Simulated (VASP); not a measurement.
# TiB in VASP: a series of runs, part 2 of 3

VASP 6.6.1. The steps go on from the part before.

## Step 4: Single point, PBE, collinear spin

This run uses another cell than the first one.

INCAR reads:

```
SYSTEM = TiB
PREC = Accurate
ENCUT = 520
EDIFF = 1E-7
ISMEAR = 0
SIGMA = 0.1
LREAL = .FALSE.
LASPH = .TRUE.
NELM = 150
ALGO = Normal
ISIF = 2
LWAVE = .FALSE.
LCHARG = .FALSE.
ISPIN = 2
MAGMOM = 1 0
LORBIT = 11
LMAXMIX = 4
LDIPOL = .TRUE.
IDIPOL = 3
DIPOL = 0.5 0.5 0.294
GGA = PE
NBANDS = 18
```

KPOINTS reads:

```
regular mesh
0
G
  8 4 1
  0 0 0
```

POSCAR reads:

```
TiB
1.0
    1.9957983501      0.0000000000      0.0000000000
    0.0000000000      4.5082534682      0.0000000000
    0.0000000000      0.0000000000     23.8000000000
Ti B
1 1
Direct
    0.5000000000      0.0000000000      0.2941176471
    0.5000000000      0.5000000000      0.2941176471
```

Potentials or basis: VASP PAW PBE potentials, release 64 (Ti_sv, B).

Launch:

```console
cat potpaw_PBE.64/Ti_sv/POTCAR potpaw_PBE.64/B/POTCAR > POTCAR
mpirun -np 1 vasp_std > vasp.out
```

OUTCAR:

```text
SYSTEM = TiB
   PREC = Accurate
   ENCUT = 520
   EDIFF = 1E-7
   ISMEAR = 0
   LREAL = .FALSE.
   LASPH = .TRUE.
   NELM = 150
   ISIF = 2
   ISPIN = 2
   LORBIT = 11
   GGA = PE

 ion  position               nearest neighbor table
   1  0.500  0.000  0.294-   2 2.25   2 2.25
   2  0.500  0.500  0.294-   1 2.25   1 2.25

  LATTYP: Found a simple orthorhombic cell.
 ALAT       =     1.9957983501
 B/A-ratio  =     2.2588722292
 C/A-ratio  =    11.9250524477

  Lattice vectors:

 A1 = (   1.9957983501,   0.0000000000,   0.0000000000)
 A2 = (   0.0000000000,   4.5082534682,   0.0000000000)
 A3 = (   0.0000000000,   0.0000000000,  23.8000000000)

Analysis of symmetry for initial positions (statically):
=====================================================================
 Subroutine PRICEL returns:
 Original cell was already a primitive cell.

 Routine SETGRP: Setting up the symmetry group for a
 simple orthorhombic supercell.

 Subroutine GETGRP returns: Found  8 space group operations
 (whereof  4 operations were pure point group operations)
 out of a pool of  8 trial point group operations.

The static configuration has the point symmetry C_2v.
 The point group associated with its full space group is D_2h.

Analysis of symmetry for dynamics (positions and initial velocities):
=====================================================================
 Subroutine PRICEL returns:
 Original cell was already a primitive cell.

 Routine SETGRP: Setting up the symmetry group for a
 simple orthorhombic supercell.

 Subroutine GETGRP returns: Found  8 space group operations
 (whereof  4 operations were pure point group operations)
 out of a pool of  8 trial point group operations.

The dynamic configuration has the point symmetry C_2v.
 The point group associated with its full space group is D_2h.

Analysis of structural, dynamic, and magnetic symmetry:
=====================================================================
 Subroutine PRICEL returns:
 Original cell was already a primitive cell.

 Routine SETGRP: Setting up the symmetry group for a
 simple orthorhombic supercell.

 Subroutine GETGRP returns: Found  8 space group operations
 (whereof  4 operations were pure point group operations)
 out of a pool of  8 trial point group operations.

The overall configuration has the point symmetry C_2v.
 The point group associated with its full space group is D_2h.

 Subroutine INISYM returns: Found  8 space group operations
 (whereof  4 operations are pure point group operations),
 and found     1 'primitive' translations

----------------------------------------------------------------------------------------

                                     Primitive cell

  volume of cell :     214.1420

  direct lattice vectors                    reciprocal lattice vectors
     1.995798350  0.000000000  0.000000000     0.501052624  0.000000000  0.000000000
     0.000000000  4.508253468  0.000000000     0.000000000  0.221815390  0.000000000
     0.000000000  0.000000000 23.800000000     0.000000000  0.000000000  0.042016807

  length of vectors
     1.995798350  4.508253468 23.800000000     0.501052624  0.221815390  0.042016807

  position of ions in fractional coordinates (direct lattice)
     0.500000000  0.000000000  0.294117647
     0.500000000  0.500000000  0.294117647

  ion indices of the primitive-cell ions
   primitive index   ion index
                 1           1
                 2           2

[... 68 lines left out ...]
   ISYM   =      2    0-nonsym 1-usesym 2-fastsym
   POTIM  = 0.5000    time-step for ionic-motion
   TEBEG  =    0.0;   TEEND  =   0.0 temperature during run
   PSTRESS=    0.0 pullay stress
   NELECT =      15.0000    total number of electrons
   NUPDOWN=      -1.0000    fix difference up-down
   EMIN   =  10.00;   EMAX   =-10.00  energy-range for DOS
   EFERMI =   0.00;   METHOD = LEGACY
   ISMEAR =     0;   SIGMA  =   0.10  broadening in eV -4-tet -1-fermi 0-gaus
   EFERMI_NEDOS =   21; number of points for ismear=-14 and -15
   IALGO  =     38    algorithm
   IMIX   =      4    mixing-type and parameters
     AMIX     =   0.40;   BMIX     =  1.00
     AMIX_MAG =   1.60;   BMIX_MAG =  1.00
  volume/ion in A,a.u.               =     107.07       722.55
  Fermi-wavevector in a.u.,A,eV,Ry     =   0.674846  1.275274  6.196324  0.455417
  Thomas-Fermi vector in A             =   1.751686
   LORBIT       =     11    0 simple, 1 ext, 2 COOP (PROOUT), +10 PAW based schemes
   GGA     = PE    functional components
   LHFCALC =     F    Hartree Fock is set to
   AEXX    =    0.0000 exact exchange contribution
   IVDW    =     0    specifies the selected vdW correction
   LEPSILON=     F    determine dielectric tensor
   LRPA    =     F    only Hartree local field effects (RPA)
 spin polarized calculation
 Gauss-broadening in eV      SIGMA  =   0.10
  energy-cutoff  :      520.00
  volume of cell :      214.14
 maximum number of plane-waves:      5801
 NGX is ok and might be reduce to    16
   NGX =  7   NGY = 17   NGZ = 89

 number of electron      14.9999994 magnetization       0.0277658

 dipolmoment           0.000000      0.000000      0.000000 electrons x Angstroem

 number of electron      14.9999994 magnetization      -0.1219791

 dipolmoment           0.000000      0.000000     -0.000000 electrons x Angstroem

 Free energy of the ion-electron system (eV)
  ---------------------------------------------------
  ext. energy  EPLUGINS =         0.00000000
  ---------------------------------------------------
  free energy    TOTEN  =       -10.53419246 eV

  energy without entropy =      -10.52654234  energy(sigma->0) =      -10.53036740

 E-fermi :  -3.1382     XC(G=0):  -2.0121

 val. band max:       -3.1990397019   @ k =   0.1250   0.0000   0.0000
 cond. band min:      -3.1343871723   @ k =   0.1250   0.2500   0.0000
 fundamental gap:      0.0646525297
 Fermi energy:        -3.1381971619

 spin component 1

 k-point     1 :       0.0000    0.0000    0.0000
  band No.  band energies     occupation
      1     -59.8030      1.00000
      2     -35.8992      1.00000
      3     -35.8693      1.00000
      4     -32.3943      1.00000
      5     -11.7435      1.00000
      6      -4.6500      1.00000
[... 291 lines left out ...]
      4     -34.8822      1.00000
      5      -7.2124      1.00000
      6      -5.0382      1.00000
[... 10 lines left out ...]
     17      10.2240      0.00000
     18      11.0639      0.00000
 Fermi energy:        -3.1381971619

 spin component 2

 k-point     1 :       0.0000    0.0000    0.0000
  band No.  band energies     occupation
      1     -59.9379      1.00000
      2     -35.9942      1.00000
      3     -35.9618      1.00000
      4     -32.5452      1.00000
      5     -11.7403      1.00000
      6      -5.0359      1.00000
[... 292 lines left out ...]
      5      -7.2455      1.00000
      6      -5.1118      1.00000
[... 10 lines left out ...]
     17      10.2367      0.00000
     18      11.0766      0.00000

------------------------ aborting loop because EDIFF is reached ----------------------------------------

 vacuum level on the upper side and lower side of the slab       (xc-potential included)         0.022         0.023

  FORCE on cell =-STRESS in cart. coord.  units (eV):
  Direction    XX          YY          ZZ          XY          YZ          ZX
  --------------------------------------------------------------------------------------
  -------------------------------------------------------------------------------------
  Total        2.8707852     -0.5060351     -0.0067772      0.0000000      0.0000000      0.0000000
  in kB       21.4787666     -3.7860754     -0.0507058      0.0000000      0.0000000      0.0000000
  external PRESSURE =       5.8806618 kB  Pullay stress =       0.0000000 kB

 VOLUME and BASIS-vectors are now :
 -----------------------------------------------------------------------------
  energy-cutoff  :      520.00
  volume of cell :      214.14
      direct lattice vectors                 reciprocal lattice vectors
     1.995798350  0.000000000  0.000000000     0.501052624  0.000000000  0.000000000
     0.000000000  4.508253468  0.000000000     0.000000000  0.221815390  0.000000000
     0.000000000  0.000000000 23.800000000     0.000000000  0.000000000  0.042016807

 POSITION                                       TOTAL-FORCE (eV/Angst)
 -----------------------------------------------------------------------------------
      0.99790      0.00000      7.00000         0.000000      0.000000     -0.000000
      0.99790      2.25413      7.00000         0.000000      0.000000      0.000000
 -----------------------------------------------------------------------------------
    total drift:                                0.000000      0.000000     -0.000001

  FREE ENERGIE OF THE ION-ELECTRON SYSTEM (eV)
  ---------------------------------------------------
  free  energy   TOTEN  =       -10.5341924610 eV

  energy  without entropy=      -10.5265423432  energy(sigma->0) =      -10.53036740

 vacuum level on the upper side and lower side of the slab         1.327         1.331

 total charge

# of ion       s       p       d       tot
------------------------------------------
    1        2.208   6.117   2.535  10.859
    2        0.687   0.922   0.000   1.608
--------------------------------------------------
tot          2.894   7.039   2.535  12.468

 magnetization (x)

# of ion       s       p       d       tot
------------------------------------------
    1       -0.015  -0.010  -0.134  -0.158
    2        0.001   0.003   0.000   0.004
--------------------------------------------------
tot         -0.014  -0.007  -0.134  -0.154
```

OSZICAR:

```text
N       E                     dE             d eps       ncg     rms          rms(c)
DAV:   1     0.867203057378E+02    0.86720E+02   -0.77647E+03  1320   0.631E+02
DAV:   2     0.280548819060E+00   -0.86440E+02   -0.80072E+02  1376   0.178E+02
DAV:   3    -0.113890355567E+02   -0.11670E+02   -0.11195E+02  2022   0.516E+01
DAV:   4    -0.119038463739E+02   -0.51481E+00   -0.51220E+00  1334   0.115E+01
[... 13 lines left out ...]
DAV:  74    -0.105341925196E+02   -0.13566E-05   -0.34456E-07  1264   0.344E-03    0.452E-03
DAV:  75    -0.105341922318E+02    0.28776E-06   -0.31757E-07  1274   0.375E-03    0.381E-03
DAV:  76    -0.105341925410E+02   -0.30919E-06   -0.11610E-08  1068   0.794E-04    0.364E-03
DAV:  77    -0.105341924610E+02    0.80061E-07   -0.20290E-08  1018   0.939E-04
   1 F= -.10534192E+02 E0= -.10530367E+02  d E =-.765012E-02  mag=    -0.1219
```

Run time: 6 min. Hardware: 1 thread of Intel Xeon 6975P-C (Granite Rapids), shared host; peak memory 0.43 GiB.

Results:

* Free energy: -10.5342 eV
* Net moment: -0.12 μB per cell
* Site moments: Ti -0.16; B +0.00 μB
* Valence electrons inside the program's atomic spheres: Ti 10.86; B 1.61

Levels at points of the mesh, in eV from the Fermi level:
Spin up:
| k point | band 3 | band 4 | band 5 | band 6 | band 7 | band 8 | band 9 | band 10 | band 11 | band 12 |
| --- | --- | --- | --- | --- | --- | --- | --- | --- | --- | --- |
| (0.00, 0.00, 0.00) | -32.73 | -29.26 | -8.61 | -1.51 | -1.49 | -1.22 | -0.29 | 0.33 | 3.65 | 4.00 |
| (0.50, 0.00, 0.00) | -31.78 | -31.75 | -2.50 | -2.00 | -1.93 | -0.69 | 3.14 | 3.70 | 4.65 | 5.13 |
| (0.00, 0.50, 0.00) | -32.73 | -29.26 | -7.70 | -3.87 | -2.20 | -1.49 | -0.10 | 2.26 | 3.17 | 5.18 |
| (0.50, 0.50, 0.00) | -31.78 | -31.74 | -4.07 | -1.90 | 0.76 | 0.93 | 1.10 | 2.43 | 4.12 | 6.64 |
Spin down:
| k point | band 5 | band 6 | band 7 | band 8 | band 9 | band 10 | band 11 | band 12 |
| --- | --- | --- | --- | --- | --- | --- | --- | --- |
| (0.00, 0.00, 0.00) | -8.60 | -1.90 | -1.47 | -1.22 | -0.30 | 0.27 | 3.67 | 4.00 |
| (0.50, 0.00, 0.00) | -2.50 | -2.09 | -2.00 | -0.70 | 3.06 | 3.64 | 4.65 | 5.15 |
| (0.00, 0.50, 0.00) | -7.69 | -3.89 | -2.21 | -1.87 | -0.12 | 2.27 | 3.12 | 5.19 |
| (0.50, 0.50, 0.00) | -4.11 | -1.97 | 0.71 | 0.89 | 1.11 | 2.38 | 4.04 | 6.63 |

Caveat: the k points lie up to 0.39 Å⁻¹ apart; atoms lie so close that the PAW spheres overlap strongly, which falsifies energies and pressures.

## Step 5: Single point, PBE

This run uses another cell than the first one.

INCAR reads:

```
SYSTEM = TiB
  ALGO = Normal
  DIPOL = 0.5 0.5 0.294
  EDIFF = 1E-6
  ENCUT = 520
  GGA = PE
  IDIPOL = 3
  ISIF = 2
  ISMEAR = 0
  LASPH = .True.
  LCHARG = .True.
  LDIPOL = .True.
  LELF = .True.
  LREAL = .False.
  LVACPOTAV = .True.
  LVHAR = .True.
  LWAVE = .False.
  NBANDS = 14
  NELM = 60
  PREC = Accurate
  SIGMA = 0.1
```

KPOINTS reads:

```
k-points
0
Gamma
  28 12 1
  0 0 0
```

POSCAR is that of step 4.

Launch:

```console
cat potpaw_PBE.64/Ti_sv/POTCAR potpaw_PBE.64/B/POTCAR > POTCAR
mpirun -np 1 vasp_std > vasp.out
```

Wall time 4.3 min (1 thread of Intel Xeon 6975P-C (Granite Rapids), shared host); peak memory 0.52 GiB.

Results (log left out):

```
Free energy            : -10.6052 eV
Band gap on the k mesh : zero (an odd number of electrons rules out a gap without spin polarisation)
```

Levels at points of the mesh, in eV from the Fermi level:
| k point | band 3 | band 4 | band 5 | band 6 | band 7 | band 8 | band 9 | band 10 | band 11 | band 12 |
| --- | --- | --- | --- | --- | --- | --- | --- | --- | --- | --- |
| (0.00, 0.00, 0.00) | -32.91 | -29.53 | -8.86 | -1.87 | -1.65 | -1.46 | -0.35 | 0.21 | 3.63 | 4.00 |
| (0.50, 0.00, 0.00) | -31.94 | -31.92 | -2.79 | -2.21 | -2.08 | -0.94 | 3.00 | 3.58 | 4.38 | 4.90 |
| (0.00, 0.50, 0.00) | -32.91 | -29.53 | -7.96 | -4.10 | -2.37 | -1.85 | -0.17 | 2.23 | 3.01 | 5.20 |
| (0.50, 0.50, 0.00) | -31.94 | -31.92 | -4.33 | -2.05 | 0.51 | 0.69 | 0.83 | 2.27 | 3.98 | 6.41 |

Caveat: atoms lie so close that the PAW spheres overlap strongly, which falsifies energies and pressures.

[end of part 2 of 3]
